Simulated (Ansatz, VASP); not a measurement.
**GaSb: VASP beside Ansatz**

INCAR

```
PREC     = Accurate       # precision mode
ENCUT    = 600            # plane-wave cutoff, eV
EDIFF    = 1E-6           # SCF threshold, eV
ISMEAR   = -1             # smearing method
SIGMA    = 0.05           # smearing width, eV
LREAL    = F              # projectors in reciprocal space
LASPH    = T              # aspherical terms in the spheres
NELM     = 80             # most SCF steps
ALGO     = Normal         # electronic algorithm
ISIF     = 3              # what is computed and relaxed
LWAVE    = F              # write WAVECAR
LCHARG   = F              # write CHGCAR
GGA      = B5             # functional
ALDAX    = 1.0          
AGGAX    = 1.0          
AGGAC    = 1.0          
ALDAC    = 0.0          
IVDW     = 13             # dispersion correction
VDW_S6   = 1.0          
VDW_S8   = 2.34076671   
VDW_A1   = 0.44488865   
VDW_A2   = 4.0933009    
IBRION   = 2              # ionic algorithm
NSW      = 80             # ionic steps
EDIFFG   = -0.01          # ionic threshold
```

KPOINTS

```
regular mesh
0
Gamma
  8 8 8
```

Contents of POSCAR:

```
GaSb
1.0
    0.0000000000      3.0590000000      3.0590000000
    3.0590000000      0.0000000000      3.0590000000
    3.0590000000      3.0590000000      0.0000000000
Sb Ga
1 1
Direct
    0.7500000000      0.7500000000      0.7500000000
    0.0000000000      0.0000000000      0.0000000000
```

The input input.yaml:

```yaml
crystal:
  lattice:
    - [0.0, 3.059, 3.059]
    - [3.059, 0.0, 3.059]
    - [3.059, 3.059, 0.0]
  atoms:
    - { symbol: Sb, position: [0.75, 0.75, 0.75] }
    - { symbol: Ga, position: [0.0, 0.0, 0.0] }
kpoints:
  mp_grid: { grid: [8, 8, 8] }
scf:
  occupations: { method: fermi_dirac, width: 0.05 }
hamiltonian:
  xc: blyp
  dispersion: d4
  pseudopotentials: { kind: all_electron, lapw: { basis_error: 0.001 } }
output:
  forces: true
  stress: true
relax:
  f_tol: 0.01
  max_steps: 60
  cell: {}
```

Alike in both runs: task relaxation of cell and atoms; functional BLYP; dispersion D4; k mesh 8 × 8 × 8; occupations fermi-dirac, width 0.05 eV; no spin polarisation.

```csv
,VASP,Ansatz
version,VASP 6.6.1,Ansatz 0.2.0
potentials or method,"VASP PAW PBE potentials, release 64 (Sb, Ga_d), cutoff 600 eV","all-electron LAPW, scalar-relativistic"
```

Ansatz gave:

* relaxed volume (Å³/atom): 28.86
* relaxed cell length with the largest relative difference (Å): 4.338

Q: Which values does VASP return?

A: Relaxed volume (Å³/atom): 28.97; relaxed cell length with the largest relative difference (Å): 4.343.

VASP's potentials were made for PBE, not for BLYP. Ansatz ran all-electron here, and VASP with PAW potentials.

Spin-orbit coupling is off throughout.
